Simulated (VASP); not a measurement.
Wanted: the native input for a VASP 6.6.1 run.

| Quantity | Value |
| --- | --- |
| Task | single point |
| Functional | PBE |
| Potentials or basis | VASP PAW PBE potentials, release 64 (Al, B, P) |
| Cutoff | 520 eV |
| k mesh | 12 × 12 × 4 |
| Occupations | gaussian, width 0.01 eV |
| Spin | no spin polarisation |
| Dipole correction | no |
| Further INCAR settings | ALGO = Normal; EDIFF = 1e-06; NBANDS = 21 |

The structure of AlB2P3 lies in POSCAR:

```
AlB2P3
1.0
    3.4153663761      0.0000000000      0.0000000000
   -1.7076831881      2.9577940449      0.0000000000
    0.0000000000      0.0000000000      8.6495964377
Al B P
1 2 3
Direct
    0.3333333333      0.6666666667      0.6707231955
    0.0000000000      0.0000000000      0.0193146169
    0.6666666667      0.3333333333      0.3187754146
    0.0000000000      0.0000000000      0.2472477498
    0.6666666667      0.3333333333      0.5471565739
    0.3333333333      0.6666666667      0.9467824494
```

One way to write it, as run:

INCAR

```
PREC = Accurate ; ENCUT = 520
EDIFF = 1E-6 ; ISMEAR = 0
SIGMA = 0.01 ; LREAL = F
LASPH = T ; NELM = 60
ALGO = Normal ; ISIF = 2
LWAVE = F ; LCHARG = F
GGA = PE ; NBANDS = 21
```

KPOINTS

```
Automatic mesh
0
Gamma
  12 12 4
```

Potentials or basis: VASP PAW PBE potentials, release 64 (Al, B, P).

Launch:

```bash
$ cat potpaw_PBE.64/Al/POTCAR potpaw_PBE.64/B/POTCAR potpaw_PBE.64/P/POTCAR > POTCAR
$ mpirun -np 1 vasp_std > vasp.out
```

It gave:

| Item | Value |
| --- | --- |
| Pressure | -0.2 GPa |
| Largest force | 0.010 eV/Å |
| Band gap on the k mesh | 0.21 eV, indirect (least direct gap 1.46 eV) |

Run time: 120 s on 1 thread of Intel(R) Xeon(R) Platinum 8488C (Sapphire Rapids), with other jobs on the host, peak memory 0.28 GiB.
